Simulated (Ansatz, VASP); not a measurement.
One calculation of NaH, two programs

The input INCAR:

```
PREC     = Accurate       # precision mode
ENCUT    = 520            # plane-wave cutoff, eV
EDIFF    = 1E-6           # SCF threshold, eV
ISMEAR   = -1             # smearing method
SIGMA    = 0.03           # smearing width, eV
LREAL    = False          # projectors in reciprocal space
LASPH    = True           # aspherical terms in the spheres
NELM     = 60             # most SCF steps
ALGO     = Normal         # electronic algorithm
ISIF     = 2              # what is computed and relaxed
LWAVE    = False          # write WAVECAR
LCHARG   = False          # write CHGCAR
GGA      = PS             # functional
NBANDS   = 11             # bands
```

The input KPOINTS:

```
Automatic mesh
0
Gamma
  9 9 9
```

Contents of POSCAR:

```
NaH
1.0
    0.0000000000      2.4400000000      2.3912000000
    2.4400000000      0.0000000000      2.3912000000
    2.4400000000      2.4400000000      0.0000000000
Na H
1 1
Direct
    0.0000000000      0.0000000000      0.0000000000
    0.5000000000      0.5000000000      0.5000000000
```

Input for Ansatz:

```yaml
crystal:
  lattice:
    - [0.0, 2.44, 2.3912]
    - [2.44, 0.0, 2.3912]
    - [2.44, 2.44, 0.0]
  atoms:
    - { symbol: Na, position: [0.0, 0.0, 0.0] }
    - { symbol: H, position: [0.5, 0.5, 0.5] }
kpoints:
  mp_grid: { grid: [9, 9, 9] }
  band_path:
    path:
      - [0.0, 0.0, 0.0]
      - [0.0, 0.5, 0.5]
      - [0.25, 0.75, 0.5]
      - [0.0, 0.5, 0.0]
      - [0.0, 0.0, 0.0]
      - [0.5, 0.5, 0.0]
      - [0.3801541025, 0.6198458975, 0.0]
      - [-0.3801541025, 0.3801541025, 0.0]
      - [0.0, 0.0, 0.0]
    npoints: 5
scf:
  occupations: { method: fermi_dirac, width: 0.03 }
hamiltonian:
  xc: pbesol
  pseudopotentials: { kind: all_electron, lapw: { basis_error: 0.001 } }
output:
  forces: true
  stress: true
  eigenvalues: true
```

Change from the starting cell: zz strain of -2 %.

Alike in both runs: task single point; functional PBEsol; k mesh 9 × 9 × 9; occupations fermi-dirac, width 0.03 eV; no spin polarisation.

|  | VASP | Ansatz |
| --- | --- | --- |
| version | VASP 6.6.1 | Ansatz 0.2.0 |
| potentials or method | VASP PAW PBE potentials, release 64 (Na_pv, H), cutoff 520 eV | all-electron LAPW, scalar-relativistic |

VASP gave:

| Item | Value |
| --- | --- |
| gap on the k mesh at the Fermi level (eV) | 3.82 |
| pressure (GPa) | -0.8 |
| traceless stress, the component that is largest in VASP (GPa) | 0.42 |

Estimate Ansatz's values.

gap on the k mesh at the Fermi level (eV): 3.82; pressure (GPa): -0.8; traceless stress, the component that is largest in VASP (GPa): 0.41.

VASP's potentials were made for PBE, not for PBEsol. Ansatz ran all-electron here, and VASP with PAW potentials.
